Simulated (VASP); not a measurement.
# TiC (Fm-3m) in VASP: a series of runs, part 2 of 2

VASP 6.6.1. Earlier steps stand in the parts before.

## 4. Single point, PBE (volume scaled by 0.91)

Contents of INCAR:

```
  PREC = Accurate
  ENCUT = 520
  EDIFF = 1E-6
  ISMEAR = 0
  SIGMA = 0.1
  LREAL = F
  LASPH = T
  NELM = 80
  ALGO = Normal
  ISIF = 2
  LWAVE = F
  LCHARG = F
  GGA = PE
  NBANDS = 15
```

Contents of KPOINTS:

```
Automatic mesh
0
Gamma
  16 16 16
```

Contents of POSCAR:

```
TiC
1.0
    0.0000000000      2.0993648913      2.0993648913
    2.0993648913      0.0000000000      2.0993648913
    2.0993648913      2.0993648913      0.0000000000
Ti C
1 1
Direct
    0.0000000000      0.0000000000      0.0000000000
    0.5000000000      0.5000000000      0.5000000000
```

Potentials or basis: VASP PAW PBE potentials, release 64 (Ti_sv, C).

On the command line:

```console
$ cat potpaw_PBE.64/Ti_sv/POTCAR potpaw_PBE.64/C/POTCAR > POTCAR
$ mpirun -np 1 vasp_std > vasp.out
```

OUTCAR:

```text
PREC = Accurate
   ENCUT = 520
   EDIFF = 1E-6
   ISMEAR = 0
   LREAL = F
   LASPH = T
   NELM = 80
   ISIF = 2
   GGA = PE

 ion  position               nearest neighbor table
   1  0.000  0.000  0.000-   2 2.10   2 2.10   2 2.10   2 2.10   2 2.10   2 2.10
   2  0.500  0.500  0.500-   1 2.10   1 2.10   1 2.10   1 2.10   1 2.10   1 2.10

  LATTYP: Found a face centered cubic cell.
 ALAT       =     4.1987297826

  Lattice vectors:

 A1 = (   0.0000000000,   2.0993648913,   2.0993648913)
 A2 = (   2.0993648913,   0.0000000000,   2.0993648913)
 A3 = (   2.0993648913,   2.0993648913,   0.0000000000)

Analysis of symmetry for initial positions (statically):
=====================================================================
 Subroutine PRICEL returns:
 Original cell was already a primitive cell.

 Routine SETGRP: Setting up the symmetry group for a
 face centered cubic supercell.

 Subroutine GETGRP returns: Found 48 space group operations
 (whereof 48 operations were pure point group operations)
 out of a pool of 48 trial point group operations.

The static configuration has the point symmetry O_h .

Analysis of symmetry for dynamics (positions and initial velocities):
=====================================================================
 Subroutine PRICEL returns:
 Original cell was already a primitive cell.

 Routine SETGRP: Setting up the symmetry group for a
 face centered cubic supercell.

 Subroutine GETGRP returns: Found 48 space group operations
 (whereof 48 operations were pure point group operations)
 out of a pool of 48 trial point group operations.

The dynamic configuration has the point symmetry O_h .

 Subroutine INISYM returns: Found 48 space group operations
 (whereof 48 operations are pure point group operations),
 and found     1 'primitive' translations

----------------------------------------------------------------------------------------

                                     Primitive cell

[... 114 lines left out ...]
   LORBIT       =      0    0 simple, 1 ext, 2 COOP (PROOUT), +10 PAW based schemes
   GGA     = PE    functional components
   LHFCALC =     F    Hartree Fock is set to
   AEXX    =    0.0000 exact exchange contribution
   IVDW    =     0    specifies the selected vdW correction
   LEPSILON=     F    determine dielectric tensor
   LRPA    =     F    only Hartree local field effects (RPA)
 non-spin polarized calculation
 Gauss-broadening in eV      SIGMA  =   0.10
  energy-cutoff  :      520.00
  volume of cell :       18.51
 maximum number of plane-waves:       531
 NGX is ok and might be reduce to    24
   NGX = 11   NGY = 11   NGZ = 11

 number of electron      15.9999997 magnetization

 Free energy of the ion-electron system (eV)
  ---------------------------------------------------
  ext. energy  EPLUGINS =         0.00000000
  ---------------------------------------------------
  free energy    TOTEN  =       -18.55562749 eV

  energy without entropy =      -18.55385554  energy(sigma->0) =      -18.55474152

 E-fermi :  10.5435     XC(G=0): -13.1887

 val. band max:       10.5255774015   @ k =   0.1250   0.0625   0.0000
 cond. band min:      10.6008543498   @ k =   0.5000   0.5000   0.0000
 fundamental gap:      0.0752769483
 Fermi energy:        10.5434589110

 k-point     1 :       0.0000    0.0000    0.0000
  band No.  band energies     occupation
      1     -45.7712      2.00000
      2     -21.7353      2.00000
      3     -21.7353      2.00000
      4     -21.7353      2.00000
      5      -2.2819      2.00000
      6      11.2693      0.00000
      7      11.2693      0.00000
      8      11.2693      0.00000
      9      12.3467      0.00000
     10      12.3467      0.00000
     11      12.3467      0.00000
     12      12.4644      0.00000
     13      12.4644      0.00000
     14      22.4564      0.00000
[... 401 lines left out ...]
      2     -21.8017      2.00000
      3     -21.7534      2.00000
      4     -21.7366      2.00000
      5      -2.0188      2.00000
      6      10.2948      1.99956
      7      10.4760      1.65994
      8      10.4915      1.53711
      9      11.3953      0.00000
     10      12.0640      0.00000
     11      13.0039      0.00000
     12      13.6843      0.00000
     13      14.6171      0.00000
     14      22.8411      0.00000
     15      25.1417      0.00000

 [... further k-points ...]
[... 5 lines left out ...]
  --------------------------------------------------------------------------------------
  -------------------------------------------------------------------------------------
  Total        3.3123856      3.3123856      3.3123856     -0.0000000      0.0000000     -0.0000000
  in kB      286.7858258    286.7858258    286.7858258     -0.0000000      0.0000000     -0.0000000
  external PRESSURE =     286.7858258 kB  Pullay stress =       0.0000000 kB

 VOLUME and BASIS-vectors are now :
 -----------------------------------------------------------------------------
  energy-cutoff  :      520.00
  volume of cell :       18.51
      direct lattice vectors                 reciprocal lattice vectors
     0.000000000  2.099364891  2.099364891    -0.238167268  0.238167268  0.238167268
     2.099364891  0.000000000  2.099364891     0.238167268 -0.238167268  0.238167268
     2.099364891  2.099364891  0.000000000     0.238167268  0.238167268 -0.238167268

 POSITION                                       TOTAL-FORCE (eV/Angst)
 -----------------------------------------------------------------------------------
      0.00000      0.00000      0.00000         0.000000      0.000000     -0.000000
      2.09936      2.09936      2.09936        -0.000000     -0.000000      0.000000
 -----------------------------------------------------------------------------------
    total drift:                                0.000000     -0.000000     -0.000000

  FREE ENERGIE OF THE ION-ELECTRON SYSTEM (eV)
  ---------------------------------------------------
  free  energy   TOTEN  =       -18.5556274884 eV

  energy  without entropy=      -18.5538555437  energy(sigma->0) =      -18.55474152
```

Wall time 24 s (1 thread of Intel Xeon Platinum 8488C (Sapphire Rapids), shared host); peak memory 0.16 GiB.

What came out:

* Free energy: -18.5556 eV
* Pressure: 28.7 GPa
* Band gap on the k mesh: zero (band 8 reaches 11.27 eV, above the bottom of band 9 at 10.12 eV)

Levels at points of the mesh, in eV from the Fermi level:
```tsv
k point	band 6	band 7	band 8	band 9	band 10	band 11
(0.00, 0.00, 0.00)	0.73	0.73	0.73	1.80	1.80	1.80
(0.50, 0.00, 0.00)	-6.27	-3.20	-3.20	3.30	3.30	4.66
(0.50, 0.50, 0.00)	-3.47	-1.91	0.06	0.06	3.07	4.00
```

## 5. Summary

```tsv
cell	gap on the mesh (eV)	pressure (GPa)
a = 3.064 Å, angles 60.0°, 2 atoms	none	0.2
a = 2.936 Å, angles 60.0°, 2 atoms	none	41.4
a = 2.969 Å, angles 60.0°, 2 atoms	none	28.7
```

Alike in all rows: task single point; level PBE; potentials or basis VASP PAW PBE potentials, release 64 (Ti_sv, C); no spin polarisation; k mesh 16 × 16 × 16; cutoff (eV) 520; smearing gaussian 0.1 eV.

Absolute energies hang on the potentials; compare differences alone.
